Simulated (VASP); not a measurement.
# InH2F3 (P4/mmm) in VASP: single point with PBE

Aim: the single point of InH2F3 with PBE.

Program: VASP 6.6.1. These are calculated values, not measurements. Logs are shortened: lines on timing, memory, paths and dates and some standing lists are left out, and cuts for length are marked.

## 1. The cell of the first run

It takes space group P4/mmm (No. 123, tetragonal). Conventional cell: a = 3.018 Å, b = 3.018 Å, c = 8.842 Å, α = 90.00°, β = 90.00°, γ = 90.00°. In (site symmetry 4/mmm) has 8 F at 2.45 Å and 4 In at 3.02 Å within 3.2 Å. Within 1.1 Å of H (site symmetry 4mm) lie 1 H at 0.79 Å. F (site symmetry 4mm) has 6 F at 2.42 to 3.21 Å and 4 In at 2.45 Å within 3.3 Å. F (site symmetry 4/mmm) has 8 H at 2.17 Å within 2.9 Å.

The cell was built from a structure type or drawn by symmetry, and may not be a known phase.

## 2. Single point, PBE

Input file INCAR:

```
PREC = Accurate
ENCUT = 600
EDIFF = 1E-6
ISMEAR = 0
SIGMA = 0.15
LREAL = F
LASPH = T
NELM = 120
ALGO = Normal
ISIF = 2
LWAVE = F
LCHARG = F
GGA = PE
NBANDS = 27
GGA_COMPAT = F
```

Input file KPOINTS:

```
Automatic mesh
0
Gamma
  4 4 2
```

Input file POSCAR:

```
InH2F3
1.0
    3.0177469518      0.0000000000      0.0000000000
    0.0000000000      3.0177469518      0.0000000000
    0.0000000000      0.0000000000      8.8417066475
In H F
1 2 3
Direct
    0.0000000000      0.0000000000      0.0000000000
    0.0000000000      0.0000000000      0.4551446447
    0.0000000000      0.0000000000      0.5448553553
    0.5000000000      0.5000000000      0.1371074745
    0.5000000000      0.5000000000      0.5000000000
    0.5000000000      0.5000000000      0.8628925255
```

Potentials or basis: VASP PAW PBE potentials, release 64 (In_d, H, F).

Command:

```sh
$ cat potpaw_PBE.64/In_d/POTCAR potpaw_PBE.64/H/POTCAR potpaw_PBE.64/F/POTCAR > POTCAR
$ mpirun -np 1 vasp_std > vasp.out
```

OUTCAR:

```text
PREC = Accurate
   ENCUT = 600
   EDIFF = 1E-6
   ISMEAR = 0
   LREAL = F
   LASPH = T
   NELM = 120
   ISIF = 2
   GGA = PE

 ion  position               nearest neighbor table
   1  0.000  0.000  0.000-   4 2.45   6 2.45   4 2.45   6 2.45   4 2.45   6 2.45   4 2.45   6 2.45

   2  0.000  0.000  0.455-   3 0.79
   3  0.000  0.000  0.545-   2 0.79
   4  0.500  0.500  0.137-   1 2.45   1 2.45   1 2.45   1 2.45
   5  0.500  0.500  0.500-
   6  0.500  0.500  0.863-   1 2.45   1 2.45   1 2.45   1 2.45

  LATTYP: Found a simple tetragonal cell.
 ALAT       =     3.0177469518
 C/A-ratio  =     2.9299032652

  Lattice vectors:

 A1 = (   3.0177469518,   0.0000000000,   0.0000000000)
 A2 = (   0.0000000000,   3.0177469518,   0.0000000000)
 A3 = (   0.0000000000,   0.0000000000,   8.8417066475)

Analysis of symmetry for initial positions (statically):
=====================================================================
 Subroutine PRICEL returns:
 Original cell was already a primitive cell.

 Routine SETGRP: Setting up the symmetry group for a
 simple tetragonal supercell.

 Subroutine GETGRP returns: Found 16 space group operations
 (whereof 16 operations were pure point group operations)
 out of a pool of 16 trial point group operations.

The static configuration has the point symmetry D_4h.

Analysis of symmetry for dynamics (positions and initial velocities):
=====================================================================
 Subroutine PRICEL returns:
 Original cell was already a primitive cell.

 Routine SETGRP: Setting up the symmetry group for a
 simple tetragonal supercell.

 Subroutine GETGRP returns: Found 16 space group operations
 (whereof 16 operations were pure point group operations)
 out of a pool of 16 trial point group operations.

The dynamic configuration has the point symmetry D_4h.

 Subroutine INISYM returns: Found 16 space group operations
 (whereof 16 operations are pure point group operations),
 and found     1 'primitive' translations

----------------------------------------------------------------------------------------

                                     Primitive cell

  volume of cell :      80.5196

  direct lattice vectors                    reciprocal lattice vectors
     3.017746952  0.000000000  0.000000000     0.331373046  0.000000000  0.000000000
     0.000000000  3.017746952  0.000000000     0.000000000  0.331373046  0.000000000
     0.000000000  0.000000000  8.841706648     0.000000000  0.000000000  0.113100337

  length of vectors
     3.017746952  3.017746952  8.841706648     0.331373046  0.331373046  0.113100337

  position of ions in fractional coordinates (direct lattice)
     0.000000000  0.000000000  0.000000000
     0.000000000  0.000000000  0.455144645
     0.000000000  0.000000000  0.544855355
     0.500000000  0.500000000  0.137107474
     0.500000000  0.500000000  0.500000000
     0.500000000  0.500000000  0.862892526

  ion indices of the primitive-cell ions
   primitive index   ion index
                 1           1
                 2           2
                 3           3
                 4           4
                 5           5
                 6           6

----------------------------------------------------------------------------------------

 KPOINTS: Automatic mesh

Automatic generation of k-mesh.
 Grid dimensions read from file:
 generate k-points for:    4    4    2

 Generating k-lattice:

  Cartesian coordinates                     Fractional coordinates (reciprocal lattice)
     0.082843262  0.000000000  0.000000000     0.250000000  0.000000000  0.000000000
     0.000000000  0.082843262  0.000000000     0.000000000  0.250000000  0.000000000
     0.000000000  0.000000000  0.056550168     0.000000000  0.000000000  0.500000000

  Length of vectors
     0.082843262  0.082843262  0.056550168

  Shift w.r.t. Gamma in fractional coordinates (k-lattice)
     0.000000000  0.000000000  0.000000000

 Subroutine IBZKPT returns following result:
 ===========================================

 Found     12 irreducible k-points:

 Following reciprocal coordinates:
            Coordinates               Weight
  0.000000  0.000000  0.000000      1.000000
  0.250000  0.000000  0.000000      4.000000
  0.500000  0.000000  0.000000      2.000000
  0.250000  0.250000  0.000000      4.000000
  0.500000  0.250000  0.000000      4.000000
  0.500000  0.500000  0.000000      1.000000
  0.000000  0.000000  0.500000      1.000000
  0.250000  0.000000  0.500000      4.000000
  0.500000  0.000000  0.500000      2.000000
  0.250000  0.250000  0.500000      4.000000
  0.500000  0.250000  0.500000      4.000000
  0.500000  0.500000  0.500000      1.000000
   k-points           NKPTS =     12   k-points in BZ     NKDIM =     12   number of bands    NBANDS=     27
   number of dos      NEDOS =    301   number of ions     NIONS =      6
   total plane-waves  NPLWV =  41472
   dimension x,y,z NGX =    24 NGY =   24 NGZ =   72
   dimension x,y,z NGXF=    48 NGYF=   48 NGZF=  144
   ions per type =               1   2   3
   NGX,Y,Z   is equivalent  to a cutoff of  13.22, 13.22, 13.54 a.u.
   NGXF,Y,Z  is equivalent  to a cutoff of  26.44, 26.44, 27.08 a.u.
 SYSTEM =  unknown system
   PREC   = accura    normal or accurate (medium, high low for compatibility)
   ISTART =      0    job   : 0-new  1-cont  2-samecut
   ICHARG =      2    charge: 1-file 2-atom 10-const
   ISPIN  =      1    spin polarized calculation?
   LNONCOLLINEAR =      F non collinear calculations
   LSORBIT =      F    spin-orbit coupling
   LASPH  =      T    aspherical Exc in radial PAW
   ENCUT  =  600.0 eV  44.10 Ry    6.64 a.u.   6.03  6.03 17.66*2*pi/ulx,y,z
   NELM   =    120;   NELMIN=  2; NELMDL= -5     # of ELM steps
   EDIFF  = 0.1E-05   stopping-criterion for ELM
   LREAL  =      F    real-space projection
   EDIFFG = 0.1E-04   stopping-criterion for IOM
   NSW    =      0    number of steps for IOM
   IBRION =     -1    ionic relax: 0-MD 1-quasi-New 2-CG
   NFREE  =      0    steps in history (QN), initial steepest desc. (CG)
   ISIF   =      2    stress and relaxation
   ISYM   =      2    0-nonsym 1-usesym 2-fastsym
   POTIM  = 0.5000    time-step for ionic-motion
   TEBEG  =    0.0;   TEEND  =   0.0 temperature during run
   PSTRESS=    0.0 pullay stress
   NELECT =      36.0000    total number of electrons
   NUPDOWN=      -1.0000    fix difference up-down
   EMIN   =  10.00;   EMAX   =-10.00  energy-range for DOS
   EFERMI =   0.00;   METHOD = LEGACY
   ISMEAR =     0;   SIGMA  =   0.15  broadening in eV -4-tet -1-fermi 0-gaus
   EFERMI_NEDOS =   21; number of points for ismear=-14 and -15
   IALGO  =     38    algorithm
   IMIX   =      4    mixing-type and parameters
     AMIX     =   0.40;   BMIX     =  1.00
     AMIX_MAG =   1.60;   BMIX_MAG =  1.00
  volume/ion in A,a.u.               =      13.42        90.56
  Fermi-wavevector in a.u.,A,eV,Ry     =   1.251820  2.365596 21.321041  1.567052
  Thomas-Fermi vector in A             =   2.385749
   LORBIT       =      0    0 simple, 1 ext, 2 COOP (PROOUT), +10 PAW based schemes
   GGA     = PE    functional components
   LHFCALC =     F    Hartree Fock is set to
   AEXX    =    0.0000 exact exchange contribution
   IVDW    =     0    specifies the selected vdW correction
   LEPSILON=     F    determine dielectric tensor
   LRPA    =     F    only Hartree local field effects (RPA)
 non-spin polarized calculation
 Gauss-broadening in eV      SIGMA  =   0.15
  energy-cutoff  :      600.00
  volume of cell :       80.52
 maximum number of plane-waves:      2716
   NGX = 13   NGY = 13   NGZ = 35

 number of electron      36.0000026 magnetization

 Free energy of the ion-electron system (eV)
  ---------------------------------------------------
  ext. energy  EPLUGINS =         0.00000000
  ---------------------------------------------------
  free energy    TOTEN  =       -19.22258228 eV

  energy without entropy =      -19.16677676  energy(sigma->0) =      -19.19467952

 E-fermi :   0.0097     XC(G=0):  -8.3798

 val. band max:        0.0052198611   @ k =   0.2500   0.2500   0.5000
 cond. band min:       0.1266524268   @ k =   0.2500   0.2500   0.5000
 fundamental gap:      0.1214325657
 Fermi energy:         0.0097468478

 k-point     1 :       0.0000    0.0000    0.0000
  band No.  band energies     occupation
      1     -23.5887      2.00000
      2     -23.0023      2.00000
      3     -20.0481      2.00000
      4     -15.5000      2.00000
      5     -15.1507      2.00000
      6     -14.8319      2.00000
[... 19 lines left out ...]
     26      14.1808      0.00000
     27      14.4718      0.00000

 k-point     2 :       0.2500    0.0000    0.0000
  band No.  band energies     occupation
      1     -23.4578      2.00000
      2     -22.9599      2.00000
      3     -19.9646      2.00000
      4     -15.3605      2.00000
      5     -14.9749      2.00000
      6     -14.8552      2.00000
[... 19 lines left out ...]
     26      13.3986      0.00000
     27      14.8126      0.00000

 k-point     3 :       0.5000    0.0000    0.0000
  band No.  band energies     occupation
      1     -23.3220      2.00000
      2     -22.9174      2.00000
      3     -19.8786      2.00000
      4     -15.3073      2.00000
      5     -14.9931      2.00000
      6     -14.8597      2.00000
[... 19 lines left out ...]
     26      11.8559      0.00000
     27      15.1991      0.00000

 k-point     4 :       0.2500    0.2500    0.0000
  band No.  band energies     occupation
      1     -23.3738      2.00000
      2     -22.8905      2.00000
      3     -19.8930      2.00000
      4     -15.0633      2.00000
      5     -14.9679      2.00000
      6     -14.9333      2.00000
[... 19 lines left out ...]
     26      14.2519      0.00000
     27      14.4156      0.00000
[... 156 lines left out ...]
      4     -15.0633      2.00000
      5     -14.9679      2.00000
      6     -14.9333      2.00000
[... 19 lines left out ...]
     26      14.0078      0.00000
     27      15.0686      0.00000

 k-point    11 :       0.5000    0.2500    0.5000
  band No.  band energies     occupation
      1     -23.2885      2.00000
      2     -22.8197      2.00000
      3     -19.8198      2.00000
      4     -14.9940      2.00000
      5     -14.9801      2.00000
      6     -14.9669      2.00000
[... 19 lines left out ...]
     26      13.2240      0.00000
     27      14.1433      0.00000

 k-point    12 :       0.5000    0.5000    0.5000
  band No.  band energies     occupation
      1     -23.2554      2.00000
      2     -22.7180      2.00000
      3     -19.7598      2.00000
      4     -15.1073      2.00000
      5     -15.1073      2.00000
      6     -14.9832      2.00000
[... 19 lines left out ...]
     26      13.5186      0.00000
     27      13.5186      0.00000

------------------------ aborting loop because EDIFF is reached ----------------------------------------

  FORCE on cell =-STRESS in cart. coord.  units (eV):
  Direction    XX          YY          ZZ          XY          YZ          ZX
  --------------------------------------------------------------------------------------
  -------------------------------------------------------------------------------------
  Total        0.0841591      0.0841591      0.1522018      0.0000000     -0.0000000      0.0000000
  in kB        1.6745960      1.6745960      3.0285070      0.0000000     -0.0000000      0.0000000
  external PRESSURE =       2.1258997 kB  Pullay stress =       0.0000000 kB

 VOLUME and BASIS-vectors are now :
 -----------------------------------------------------------------------------
  energy-cutoff  :      600.00
  volume of cell :       80.52
      direct lattice vectors                 reciprocal lattice vectors
     3.017746952  0.000000000  0.000000000     0.331373046  0.000000000  0.000000000
     0.000000000  3.017746952  0.000000000     0.000000000  0.331373046  0.000000000
     0.000000000  0.000000000  8.841706648     0.000000000  0.000000000  0.113100337

 POSITION                                       TOTAL-FORCE (eV/Angst)
 -----------------------------------------------------------------------------------
      0.00000      0.00000      0.00000        -0.000000     -0.000000      0.000000
      0.00000      0.00000      4.02426        -0.000000     -0.000000     -0.017753
      0.00000      0.00000      4.81745        -0.000000     -0.000000      0.017753
      1.50887      1.50887      1.21226        -0.000000     -0.000000      0.019056
      1.50887      1.50887      4.42085        -0.000000     -0.000000      0.000000
      1.50887      1.50887      7.62944         0.000000      0.000000     -0.019056
 -----------------------------------------------------------------------------------
    total drift:                                0.000000     -0.000000      0.000000

  FREE ENERGIE OF THE ION-ELECTRON SYSTEM (eV)
  ---------------------------------------------------
  free  energy   TOTEN  =       -19.2225822752 eV

  energy  without entropy=      -19.1667767605  energy(sigma->0) =      -19.19467952
```

Run time: 46 s. Hardware: 1 thread of Intel Xeon Platinum 8259CL at 2.50GHz (Skylake/Cascade Lake), shared host; peak memory 0.2 GiB.

Results:

| Property | Result |
| --- | --- |
| Free energy | -19.2226 eV |
| Pressure | 0.2 GPa |
| Largest force | 0.019 eV/Å |
| Band gap on the k mesh | zero (bands 18 and 19 overlap by 1.73 eV) |

Forces on the atoms (eV/Å):
```
In   0.000  0.000  0.000
H    0.000  0.000 -0.018
H    0.000  0.000  0.018
F    0.000  0.000  0.019
F    0.000  0.000  0.000
F    0.000  0.000 -0.019
```

Levels at points of the mesh, in eV from the Fermi level:
| k point | band 16 | band 17 | band 18 | band 19 | band 20 | band 21 |
| --- | --- | --- | --- | --- | --- | --- |
| (0.00, 0.00, 0.00) | -2.14 | -1.37 | -1.00 | -1.00 | 3.03 | 8.01 |
| (0.50, 0.00, 0.00) | -1.03 | -0.85 | 0.73 | 1.04 | 2.80 | 6.50 |
| (0.50, 0.50, 0.00) | -1.90 | -1.90 | -0.86 | 0.33 | 4.43 | 4.43 |
| (0.00, 0.00, 0.50) | -2.31 | -1.29 | -1.00 | -1.00 | 3.08 | 7.12 |
| (0.50, 0.00, 0.50) | -1.06 | -0.85 | 0.73 | 1.04 | 2.81 | 6.78 |
| (0.50, 0.50, 0.50) | -1.90 | -1.90 | -0.87 | 0.33 | 4.43 | 4.43 |

Caveat: the k points lie up to 0.52 Å⁻¹ apart, too coarse for converged energies and pressures of a metal; spin-orbit coupling is left out, which moves the levels of the heavy elements.
